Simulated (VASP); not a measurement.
# SnSe2 (P-3m1) in VASP: further runs, part 2 of 2

VASP 6.6.1.

**3. Relaxation of cell and atoms, PBE+D4**

This run uses another cell than the first one, of 25.73 Å³/atom.

INCAR reads:

```
SYSTEM = SnSe2
ALGO = Normal ; EDIFF = 1E-7
EDIFFG = -0.05 ; ENCUT = 600
GGA = PE ; IBRION = 2
ISIF = 3 ; ISMEAR = 0
IVDW = 13 ; LASPH = .True.
LCHARG = .False. ; LREAL = .False.
LWAVE = .False. ; NELM = 60
NSW = 100 ; PREC = Accurate
SIGMA = 0.1
```

KPOINTS reads:

```
k-points
0
Gamma
  6 6 4
  0 0 0
```

POSCAR reads:

```
SnSe2
1.0
    3.8110000000      0.0000000000      0.0000000000
   -1.9055000000      3.3004228138      0.0000000000
    0.0000000000      0.0000000000      6.1360000000
Sn Se
1 2
Direct
    0.0000000000      0.0000000000      0.0000000000
    0.3333333333      0.6666666667      0.2490000000
    0.6666666667      0.3333333333      0.7510000000
```

Potentials or basis: VASP PAW PBE potentials, release 64 (Sn_d, Se).

Started as:

```bash
> cat potpaw_PBE.64/Sn_d/POTCAR potpaw_PBE.64/Se/POTCAR > POTCAR
> mpirun -np 1 vasp_std > vasp.out
```

OUTCAR:

```text
SYSTEM = SnSe2
   EDIFF = 1E-7
   EDIFFG = -0.05
   ENCUT = 600
   GGA = PE
   IBRION = 2
   ISIF = 3
   ISMEAR = 0
   IVDW = 13
   LASPH = .True.
   LREAL = .False.
   NELM = 60
   NSW = 100
   PREC = Accurate

 ion  position               nearest neighbor table
   1  0.000  0.000  0.000-   2 2.68   3 2.68   2 2.68   3 2.68   3 2.68   2 2.68
   2  0.333  0.667  0.249-   1 2.68   1 2.68   1 2.68
   3  0.667  0.333  0.751-   1 2.68   1 2.68   1 2.68

  LATTYP: Found a hexagonal cell.
 ALAT       =     3.8110000000
 C/A-ratio  =     1.6100760955

  Lattice vectors:

 A1 = (   3.8110000000,   0.0000000000,   0.0000000000)
 A2 = (  -1.9055000000,   3.3004228138,   0.0000000000)
 A3 = (   0.0000000000,   0.0000000000,   6.1360000000)

Analysis of symmetry for initial positions (statically):
=====================================================================
 Subroutine PRICEL returns:
 Original cell was already a primitive cell.

 Routine SETGRP: Setting up the symmetry group for a
 hexagonal supercell.

 Subroutine GETGRP returns: Found 12 space group operations
 (whereof 12 operations were pure point group operations)
 out of a pool of 24 trial point group operations.

The static configuration has the point symmetry D_3d.

Analysis of symmetry for dynamics (positions and initial velocities):
=====================================================================
 Subroutine PRICEL returns:
 Original cell was already a primitive cell.

 Routine SETGRP: Setting up the symmetry group for a
 hexagonal supercell.

 Subroutine GETGRP returns: Found 12 space group operations
 (whereof 12 operations were pure point group operations)
 out of a pool of 24 trial point group operations.

The dynamic configuration has the point symmetry D_3d.

 Subroutine INISYM returns: Found 12 space group operations
 (whereof 12 operations are pure point group operations),
 and found     1 'primitive' translations

----------------------------------------------------------------------------------------

                                     Primitive cell

  volume of cell :      77.1781

[... 115 lines left out ...]
   LHFCALC =     F    Hartree Fock is set to
   AEXX    =    0.0000 exact exchange contribution
   IVDW    =    13    specifies the selected vdW correction
   LEPSILON=     F    determine dielectric tensor
   LRPA    =     F    only Hartree local field effects (RPA)
 conjugate gradient relaxation of ions
 non-spin polarized calculation
 Gauss-broadening in eV      SIGMA  =   0.10
  energy-cutoff  :      600.00
  volume of cell :       77.18
 maximum number of plane-waves:      2604
   NGX = 15   NGY = 15   NGZ = 25

--------------------------------------- Ionic step        1  -------------------------------------------

 number of electron      25.9999991 magnetization

 Free energy of the ion-electron system (eV)
  ---------------------------------------------------
  ext. energy  EPLUGINS =         0.00000000
  ---------------------------------------------------
  free energy    TOTEN  =       -11.73724663 eV

  energy without entropy =      -11.73724663  energy(sigma->0) =      -11.73724663

------------------------ aborting loop because EDIFF is reached ----------------------------------------

  DFT-D4 for vdW energy calculation

  Edisp (eV):   -1.18912
[... 108 lines left out ...]
  FREE ENERGIE OF THE ION-ELECTRON SYSTEM (eV)
  ---------------------------------------------------
  free  energy   TOTEN  =       -12.9766173713 eV

  energy  without entropy=      -12.9766173701  energy(sigma->0) =      -12.97661737

 E-fermi :   4.1600     XC(G=0):  -9.3238

 val. band max:        3.7745652091   @ k =   0.1667  -0.0000   0.0000
 cond. band min:       4.5317450855   @ k =   0.5000   0.0000   0.5000
 fundamental gap:      0.7571798765
 Fermi energy:         4.1600426822

 k-point     1 :       0.0000    0.0000    0.0000
  band No.  band energies     occupation
      1     -17.3950      2.00000
      2     -17.3950      2.00000
      3     -17.3614      2.00000
      4     -17.3500      2.00000
      5     -17.3500      2.00000
      6      -9.8543      2.00000
[... 457 lines left out ...]
      4     -17.3492      2.00000
      5     -17.3324      2.00000
      6      -7.9062      2.00000
[... 9 lines left out ...]
     16       8.3107      0.00000
     17       9.8077      0.00000

[... ionic steps 4 to 7 ...]

--------------------------------------- Ionic step        8  -------------------------------------------

 number of electron      25.9999992 magnetization

------------------------ aborting loop because EDIFF is reached ----------------------------------------
[... 77 lines left out ...]
--------------------------------------- Ionic step       10  -------------------------------------------

 number of electron      25.9999995 magnetization

 Free energy of the ion-electron system (eV)
  ---------------------------------------------------
  ext. energy  EPLUGINS =         0.00000000
  ---------------------------------------------------
  free energy    TOTEN  =       -11.79427376 eV

  energy without entropy =      -11.79427355  energy(sigma->0) =      -11.79427366

 E-fermi :   4.6677     XC(G=0):  -9.5659

 val. band max:        4.3510827359   @ k =   0.1667  -0.0000   0.0000
 cond. band min:       4.9845051157   @ k =   0.5000   0.0000   0.2500
 fundamental gap:      0.6334223798
 Fermi energy:         4.6677485030

 k-point     1 :       0.0000    0.0000    0.0000
  band No.  band energies     occupation
      1     -16.9697      2.00000
      2     -16.9697      2.00000
      3     -16.9365      2.00000
      4     -16.9249      2.00000
      5     -16.9249      2.00000
      6      -9.5031      2.00000
[... 503 lines left out ...]
  FREE ENERGIE OF THE ION-ELECTRON SYSTEM (eV)
  ---------------------------------------------------
  free  energy   TOTEN  =       -12.9928470199 eV

  energy  without entropy=      -12.9928468101  energy(sigma->0) =      -12.99284691

 reached required accuracy - stopping structural energy minimisation
```

It took 7.1 min on 1 thread of Intel Xeon 8259CL, shared host; peak memory 0.23 GiB.

Results:

```
Free energy                           : -12.9928 eV
Relaxed volume                        : 25.56 Å³/atom
Relaxed cell                          : a = 3.837 Å, b = 3.837 Å, c = 6.013 Å, α = 90.00°, β = 90.00°, γ = 120.00°
Space group after relaxing (to 0.1 Å) : P-3m1 (No. 164)
Energy gained by relaxing             : 22.2 meV/atom
Ionic steps                           : 10
Pressure after relaxing               : 0.0 GPa
Largest force after relaxing          : 0.023 eV/Å
Band gap on the k mesh                : 0.63 eV (least direct gap 0.83 eV)
Dispersion energy per atom            : -0.400 eV
```

Forces in eV/Å, atoms in the order of the input:
```
Sn   0.000  0.000  0.000
Se   0.000  0.000 -0.023
Se   0.000  0.000  0.023
```

Stress tensor (GPa, compression positive):
```
 0.09  0.00  0.00
 0.00  0.09  0.00
 0.00  0.00 -0.17
```

Step by step:
| step | energy change (eV) | largest force (eV/Å) | pressure (GPa) | volume (Å³) |
| --- | --- | --- | --- | --- |
| 1 | 0.0000 | 0.8077 | 3.29 | 77.18 |
| 2 | -0.0184 | 0.2880 | -2.88 | 83.22 |
| 3 | -0.0503 | 0.1639 | -0.43 | 80.44 |
| 4 | -0.0503 | 0.1756 | -0.36 | 80.37 |
| 5 | -0.0541 | 0.1288 | -0.22 | 79.84 |
| 6 | -0.0561 | 0.0582 | -0.01 | 79.06 |
| 7 | -0.0585 | 0.0465 | -0.02 | 78.75 |
| 8 | -0.0638 | 0.0126 | -0.06 | 77.81 |
| 9 | -0.0655 | 0.0544 | 0.08 | 75.92 |
| 10 | -0.0665 | 0.0227 | 0.01 | 76.68 |

Final structure:
```
Sn Se
1.0
     3.83738    0.00000    0.00000
    -1.91869    3.32327    0.00000
     0.00000    0.00000    6.01314
Sn Se
1 2
Direct
  0.00000 0.00000 0.00000
  0.33333 0.66667 0.26556
  0.66667 0.33333 0.73444
```

Caveat: semilocal functionals underestimate gaps, and a narrow one can read as zero; spin-orbit coupling is left out, which moves the levels of the heavy elements; the relaxation stopped at a loose force limit of 0.05 eV/Å, so its end isn't a converged minimum.

**4. Single point, PBE+D4**

INCAR reads:

```
SYSTEM = SnSe2
PREC     = Accurate       ! precision mode
ENCUT    = 520            ! plane-wave cutoff, eV
EDIFF    = 1E-6           ! SCF threshold, eV
ISMEAR   = 0              ! smearing method
SIGMA    = 0.02           ! smearing width, eV
LREAL    = .FALSE.        ! projectors in reciprocal space
LASPH    = .TRUE.         ! aspherical terms in the spheres
NELM     = 60             ! most SCF steps
ALGO     = Normal         ! electronic algorithm
ISIF     = 2              ! what is computed and relaxed
LWAVE    = .FALSE.        ! write WAVECAR
LCHARG   = .FALSE.        ! write CHGCAR
GGA      = PE             ! functional
IVDW     = 13             ! dispersion correction
NBANDS   = 20             ! bands
```

KPOINTS reads:

```
Automatic mesh
0
G
  12 12 6
  0 0 0
```

POSCAR reads:

```
SnSe2
1.0
    3.8378931698      0.0000000000      0.0000000000
   -1.9189465849      3.3237129820      0.0000000000
    0.0000000000      0.0000000000      6.0038449041
Sn Se
1 2
Direct
    0.0000000000      0.0000000000      0.0000000000
    0.3333333333      0.6666666667      0.2654920709
    0.6666666667      0.3333333333      0.7345079291
```

Started as:

```bash
> cat potpaw_PBE.64/Sn_d/POTCAR potpaw_PBE.64/Se/POTCAR > POTCAR
> mpirun -np 1 vasp_std > vasp.out
```

Wall time 3.6 min (1 thread of Intel Xeon 8259CL, shared host); peak memory 0.3 GiB.

The run converged. Its results:

```
Free energy                : -13.0045 eV
Pressure                   : 0.1 GPa
Largest force              : 0.013 eV/Å
Band gap on the k mesh     : 0.34 eV (least direct gap 0.82 eV)
Dispersion energy per atom : -0.400 eV
```

Forces on the atoms (eV/Å):
```
Sn   0.000  0.000  0.000
Se   0.000  0.000  0.013
Se   0.000  0.000 -0.013
```

Levels at points of the mesh, in eV from the valence-band top:
```
           k point  band 11  band 12  band 13  band 14  band 15  band 16
(0.00, 0.00, 0.00)    -0.58    -0.58    -0.14     0.68     2.89     4.46
(0.50, 0.00, 0.00)    -2.70    -1.71    -0.40     1.09     3.47     4.86
(0.00, 0.00, 0.50)    -0.92    -0.32    -0.32     2.37     2.75     4.07
(0.50, 0.00, 0.50)    -2.08    -1.13    -1.02     0.58     3.87     4.50
```

Caveat: semilocal functionals underestimate gaps, and a narrow one can read as zero; spin-orbit coupling is left out, which moves the levels of the heavy elements.

**5. The runs side by side**

| task | cell | k mesh | cutoff (eV) | smearing | gap on the mesh (eV) | pressure (GPa) | largest force (eV/Å) |
| --- | --- | --- | --- | --- | --- | --- | --- |
| single point | a = 3.838, b = 3.838, c = 6.004 Å, angles 90.0, 90.0, 120.0°, 3 atoms, atomic positions A | 9 × 9 × 6 | 520 | gaussian 0.02 eV | 0.37 | 0.1 | 0.01 |
| relaxation of cell and atoms | relaxed from a = 3.811, b = 3.811, c = 6.136 Å, angles 90.0, 90.0, 120.0°, 3 atoms, atomic positions B | 6 × 6 × 4 | 600 | gaussian 0.1 eV | 0.63 | 0.0 | 0.02 |
| single point | a = 3.838, b = 3.838, c = 6.004 Å, angles 90.0, 90.0, 120.0°, 3 atoms, atomic positions A | 12 × 12 × 6 | 520 | gaussian 0.02 eV | 0.34 | 0.1 | 0.01 |

Alike in all rows: level PBE+D4; potentials or basis VASP PAW PBE potentials, release 64 (Sn_d, Se); no spin polarisation.

Caveats: semilocal functionals underestimate gaps, and a narrow one can read as zero; spin-orbit coupling is left out, which moves the levels of the heavy elements; the relaxation stopped at a loose force limit of 0.05 eV/Å, so its end isn't a converged minimum (at least some runs).

Absolute energies hang on the potentials; compare differences alone.
